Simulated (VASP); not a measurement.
# Al2Cu (Immm) in VASP: further runs, part 2 of 2

VASP 6.6.1. Earlier steps stand in the parts before.

### Step 5. Single point, PBE (mode 9 frozen in at -0.060 Å, normal strain along z +0.0233)

INCAR reads:

```
SYSTEM = Al2Cu
PREC     = Accurate       ! precision mode
ENCUT    = 520            ! plane-wave cutoff, eV
EDIFF    = 1E-6           ! SCF threshold, eV
ISMEAR   = 0              ! smearing method
SIGMA    = 0.15           ! smearing width, eV
LREAL    = .False.        ! projectors in reciprocal space
LASPH    = .True.         ! aspherical terms in the spheres
NELM     = 100            ! most SCF steps
ALGO     = Fast           ! electronic algorithm
ISIF     = 2              ! what is computed and relaxed
LWAVE    = .False.        ! write WAVECAR
LCHARG   = .False.        ! write CHGCAR
GGA      = PE             ! functional
NBANDS   = 16             ! bands
```

KPOINTS reads:

```
Automatic mesh
0
Gamma
  14 14 14
  0 0 0
```

POSCAR reads:

```
Al2Cu
1.0
   -2.0446004822      2.0446004822      2.9587710369
    2.0446004822     -2.0446004822      2.9587710369
    2.0446004822      2.0446004822     -2.9587710369
Al Cu
2 1
Direct
    0.7396244084      0.2396244084      0.5000000000
    0.2603755916      0.7603755916      0.5000000000
    0.5000000000      0.5000000000      0.0000000000
```

Potentials or basis: VASP PAW PBE potentials, release 64 (Al, Cu).

Launch:

```bash
$ cat potpaw_PBE.64/Al/POTCAR potpaw_PBE.64/Cu/POTCAR > POTCAR
$ mpirun -np 1 vasp_std > vasp.out
```

OUTCAR:

```text
SYSTEM = Al2Cu
   PREC = Accurate
   ENCUT = 520
   EDIFF = 1E-6
   ISMEAR = 0
   LREAL = .False.
   LASPH = .True.
   NELM = 100
   ISIF = 2
   GGA = PE

 ion  position               nearest neighbor table
   1  0.740  0.240  0.500-   3 2.49   3 2.49   3 2.56   3 2.56   2 2.84   2 2.89   2 2.89   2 2.89
                             2 2.89   2 3.08
   2  0.260  0.760  0.500-   3 2.49   3 2.49   3 2.56   3 2.56   1 2.84   1 2.89   1 2.89   1 2.89
                             1 2.89   1 3.08
   3  0.500  0.500  0.000-   1 2.49   2 2.49   1 2.49   2 2.49   2 2.56   1 2.56   1 2.56   2 2.56

  LATTYP: Found a body centered tetragonal cell.
 ALAT       =     4.0892009644
 C/A-ratio  =     1.4471145158

  Lattice vectors:

 A1 = (  -2.0446004822,   2.0446004822,   2.9587710369)
 A2 = (   2.0446004822,  -2.0446004822,   2.9587710369)
 A3 = (   2.0446004822,   2.0446004822,  -2.9587710369)

Analysis of symmetry for initial positions (statically):
=====================================================================
 Subroutine PRICEL returns:
 Original cell was already a primitive cell.

 Routine SETGRP: Setting up the symmetry group for a
 body centered tetragonal supercell.

 Subroutine GETGRP returns: Found  8 space group operations
 (whereof  8 operations were pure point group operations)
 out of a pool of 16 trial point group operations.

The static configuration has the point symmetry D_2h.

Analysis of symmetry for dynamics (positions and initial velocities):
=====================================================================
 Subroutine PRICEL returns:
 Original cell was already a primitive cell.

 Routine SETGRP: Setting up the symmetry group for a
 body centered tetragonal supercell.

 Subroutine GETGRP returns: Found  8 space group operations
 (whereof  8 operations were pure point group operations)
 out of a pool of 16 trial point group operations.

[... 120 lines left out ...]
   IMIX   =      4    mixing-type and parameters
     AMIX     =   0.40;   BMIX     =  1.00
     AMIX_MAG =   1.60;   BMIX_MAG =  1.00
  volume/ion in A,a.u.               =      16.49       111.29
  Fermi-wavevector in a.u.,A,eV,Ry     =   1.146643  2.166842 17.888819  1.314791
  Thomas-Fermi vector in A             =   2.283327
   LORBIT       =      0    0 simple, 1 ext, 2 COOP (PROOUT), +10 PAW based schemes
   GGA     = PE    functional components
   LHFCALC =     F    Hartree Fock is set to
   AEXX    =    0.0000 exact exchange contribution
   IVDW    =     0    specifies the selected vdW correction
   LEPSILON=     F    determine dielectric tensor
   LRPA    =     F    only Hartree local field effects (RPA)
 non-spin polarized calculation
 RMM-DIIS sequential band-by-band and
 Gauss-broadening in eV      SIGMA  =   0.15
  energy-cutoff  :      520.00
  volume of cell :       49.48
 maximum number of plane-waves:      1371
   NGX = 15   NGY = 15   NGZ = 15

 number of electron      16.9999995 magnetization

 Free energy of the ion-electron system (eV)
  ---------------------------------------------------
  ext. energy  EPLUGINS =         0.00000000
  ---------------------------------------------------
  free energy    TOTEN  =       -11.71927548 eV

  energy without entropy =      -11.70845670  energy(sigma->0) =      -11.71386609

 E-fermi :   6.6711     XC(G=0): -10.3098

 val. band max:        6.6598451222   @ k =  -0.2857   0.2857   0.2857
 cond. band min:       6.6714838686   @ k =  -0.1429   0.5000   0.1429
 fundamental gap:      0.0116387464
 Fermi energy:         6.6710890017

 k-point     1 :       0.0000    0.0000    0.0000
  band No.  band energies     occupation
      1      -3.3109      2.00000
      2       2.2153      2.00000
      3       2.2640      2.00000
      4       2.2957      2.00000
      5       2.7868      2.00000
      6       2.8122      2.00000
[... 433 lines left out ...]
      3       2.4106      2.00000
      4       2.4513      2.00000
      5       2.7724      2.00000
      6       2.8483      2.00000
[... 8 lines left out ...]
     15      14.7675      0.00000
     16      16.6859      0.00000

 [... further k-points ...]

------------------------ aborting loop because EDIFF is reached ----------------------------------------

  FORCE on cell =-STRESS in cart. coord.  units (eV):
  Direction    XX          YY          ZZ          XY          YZ          ZX
  --------------------------------------------------------------------------------------
  -------------------------------------------------------------------------------------
  Total        0.1805424     -0.9013754     -0.7670441      0.0000000      0.0000000      0.0000000
  in kB        5.8465749    -29.1895910    -24.8394878      0.0000000      0.0000000      0.0000000
  external PRESSURE =     -16.0608347 kB  Pullay stress =       0.0000000 kB

 VOLUME and BASIS-vectors are now :
 -----------------------------------------------------------------------------
  energy-cutoff  :      520.00
  volume of cell :       49.48
      direct lattice vectors                 reciprocal lattice vectors
    -2.044600482  2.044600482  2.958771037     0.000000000  0.244546553  0.168989082
     2.044600482 -2.044600482  2.958771037     0.244546553  0.000000000  0.168989082
     2.044600482  2.044600482 -2.958771037     0.244546553  0.244546553  0.000000000

 POSITION                                       TOTAL-FORCE (eV/Angst)
 -----------------------------------------------------------------------------------
      0.00000      2.04460      1.41799        -0.000000     -0.000000      0.372459
      2.04460      0.00000      1.54078         0.000000      0.000000     -0.372459
      0.00000      0.00000      2.95877        -0.000000     -0.000000      0.000000
 -----------------------------------------------------------------------------------
    total drift:                               -0.000000      0.000000     -0.000000

  FREE ENERGIE OF THE ION-ELECTRON SYSTEM (eV)
  ---------------------------------------------------
  free  energy   TOTEN  =       -11.7192754805 eV

  energy  without entropy=      -11.7084566955  energy(sigma->0) =      -11.71386609
```

It took 2.3 min on 1 thread of Intel Xeon 6975P-C (Granite Rapids), shared host; peak memory 0.45 GiB.

What came out:

| Item | Value |
| --- | --- |
| Free energy | -11.7193 eV |
| Pressure | -1.6 GPa |
| Largest force | 0.372 eV/Å |

Forces in eV/Å, atoms in the order of the input:
```
Al   0.000  0.000  0.372
Al   0.000  0.000 -0.372
Cu   0.000  0.000  0.000
```

Caveat: the cell differs from its parent crystal (mode 9 frozen in at -0.060 Å, normal strain along z +0.0233).

### Step 6. Single point, PBE (mode 9 frozen in at -0.030 Å, normal strain along z +0.0467)

INCAR reads:

```
ALGO = Fast
EDIFF = 1E-7
ENCUT = 520
GGA = PE
ISIF = 2
ISMEAR = 0
LASPH = T
LCHARG = F
LREAL = F
LWAVE = F
NBANDS = 16
NELM = 80
PREC = Accurate
SIGMA = 0.15
```

KPOINTS reads:

```
k-points
0
Gamma
  14 14 14
```

POSCAR reads:

```
Al2Cu
1.0
   -2.0446004822      2.0446004822      3.0264298293
    2.0446004822     -2.0446004822      3.0264298293
    2.0446004822      2.0446004822     -3.0264298293
Al Cu
2 1
Direct
    0.7448122042      0.2448122042      0.5000000000
    0.2551877958      0.7551877958      0.5000000000
    0.5000000000      0.5000000000      0.0000000000
```

Potentials or basis: VASP PAW PBE potentials, release 64 (Al, Cu).

Launch:

```bash
$ cat potpaw_PBE.64/Al/POTCAR potpaw_PBE.64/Cu/POTCAR > POTCAR
$ mpirun -np 1 vasp_std > vasp.out
```

Wall time 3 min (1 thread of Intel Xeon 6975P-C (Granite Rapids), shared host); peak memory 0.44 GiB.

Results (log left out):

```
Free energy   : -11.7057 eV
Pressure      : -3.8 GPa
Largest force : 0.147 eV/Å
```

Forces in eV/Å, atoms in the order of the input:
```
Al   0.000  0.000  0.147
Al   0.000  0.000 -0.147
Cu   0.000  0.000  0.000
```

Stress tensor (GPa, compression positive):
```
-1.98  0.00  0.00
 0.00 -3.55  0.00
 0.00  0.00 -5.97
```

Levels at points of the mesh, in eV from the Fermi level:
| k point | band 6 | band 7 | band 8 | band 9 | band 10 | band 11 | band 12 | band 13 |
| --- | --- | --- | --- | --- | --- | --- | --- | --- |
| (0.00, 0.00, 0.00) | -3.76 | 2.54 | 2.56 | 2.67 | 2.94 | 3.03 | 3.11 | 3.59 |
| (0.50, 0.00, 0.00) | -3.74 | -3.68 | 0.53 | 0.75 | 2.41 | 2.94 | 3.55 | 4.16 |
| (0.00, 0.50, 0.00) | -3.75 | -3.74 | 0.30 | 0.87 | 2.60 | 2.86 | 3.56 | 4.23 |
| (0.50, 0.50, 0.00) | -3.67 | -3.50 | -2.12 | -1.80 | -0.08 | 1.49 | 8.77 | 9.25 |
| (0.50, 0.50, 0.50) | -3.64 | -3.64 | -1.71 | -1.67 | 0.43 | 1.75 | 8.81 | 10.16 |

Caveat: the cell differs from its parent crystal (mode 9 frozen in at -0.030 Å, normal strain along z +0.0467).

### Step 7. Single point, PBE (mode 9 frozen in at -0.090 Å, normal strain along z +0.0467)

INCAR reads:

```
PREC     = Accurate       # precision mode
ENCUT    = 520            # plane-wave cutoff, eV
EDIFF    = 1E-7           # SCF threshold, eV
ISMEAR   = 0              # smearing method
SIGMA    = 0.15           # smearing width, eV
LREAL    = False          # projectors in reciprocal space
LASPH    = True           # aspherical terms in the spheres
NELM     = 100            # most SCF steps
ALGO     = Fast           # electronic algorithm
ISIF     = 2              # what is computed and relaxed
LWAVE    = False          # write WAVECAR
LCHARG   = False          # write CHGCAR
GGA      = PE             # functional
NBANDS   = 16             # bands
```

KPOINTS reads:

```
Automatic mesh
0
Gamma
  14 14 14
```

POSCAR reads:

```
Al2Cu
1.0
   -2.0446004822      2.0446004822      3.0264298293
    2.0446004822     -2.0446004822      3.0264298293
    2.0446004822      2.0446004822     -3.0264298293
Al Cu
2 1
Direct
    0.7344366126      0.2344366126      0.5000000000
    0.2655633874      0.7655633874      0.5000000000
    0.5000000000      0.5000000000      0.0000000000
```

Launch:

```bash
$ cat potpaw_PBE.64/Al/POTCAR potpaw_PBE.64/Cu/POTCAR > POTCAR
$ mpirun -np 1 vasp_std > vasp.out
```

Run time: 2.9 min. Hardware: 1 thread of Intel Xeon 6975P-C (Granite Rapids), shared host; peak memory 0.44 GiB.

Results (log left out):

```
Free energy   : -11.6678 eV
Pressure      : -3.2 GPa
Largest force : 0.468 eV/Å
```

Forces in eV/Å, atoms in the order of the input:
```
Al   0.000  0.000  0.468
Al   0.000  0.000 -0.468
Cu   0.000  0.000  0.000
```

Stress tensor (GPa, compression positive):
```
-0.01  0.00  0.00
 0.00 -4.87  0.00
 0.00  0.00 -4.67
```

Levels at points of the mesh, in eV from the Fermi level:
```
           k point  band 6  band 7  band 8  band 9  band 10  band 11  band 12  band 13
(0.00, 0.00, 0.00)   -3.77    2.56    2.61    2.70     2.74     2.96     3.24     3.58
(0.50, 0.00, 0.00)   -3.75   -3.61    0.63    0.77     2.24     3.05     3.56     4.08
(0.00, 0.50, 0.00)   -3.79   -3.73    0.09    1.00     2.78     2.79     3.59     4.29
(0.50, 0.50, 0.00)   -3.67   -3.47   -2.09   -1.79    -0.06     1.47     8.79     9.33
(0.50, 0.50, 0.50)   -3.65   -3.63   -1.73   -1.63     0.44     1.77     8.86    10.17
```

Caveat: the cell differs from its parent crystal (mode 9 frozen in at -0.090 Å, normal strain along z +0.0467).

### Step 8. Overview

```tsv
cell	further INCAR settings	gap on the mesh (eV)	pressure (GPa)	largest force (eV/Å)
a = 4.042 Å, angles 119.2, 119.2, 91.4°, 3 atoms	ALGO = Fast; EDIFF = 1e-07; NBANDS = 16	none	2.6	0.27
a = 4.137 Å, angles 120.8, 120.8, 88.7°, 3 atoms	ALGO = Fast; EDIFF = 1e-06; NBANDS = 16	none	-1.6	0.37
a = 4.186 Å, angles 121.5, 121.5, 87.4°, 3 atoms	ALGO = Fast; EDIFF = 1e-07; NBANDS = 16	none	-3.2	0.47
```

Some of these runs hold the atoms at other places in the same cell, which the table doesn't show; runs alike in all that it shows share one row.

Alike in all rows: task single point; level PBE; potentials or basis VASP PAW PBE potentials, release 64 (Al, Cu); no spin polarisation; k mesh 14 × 14 × 14; cutoff (eV) 520; smearing gaussian 0.15 eV.

Absolute energies hang on the potentials; compare differences alone.
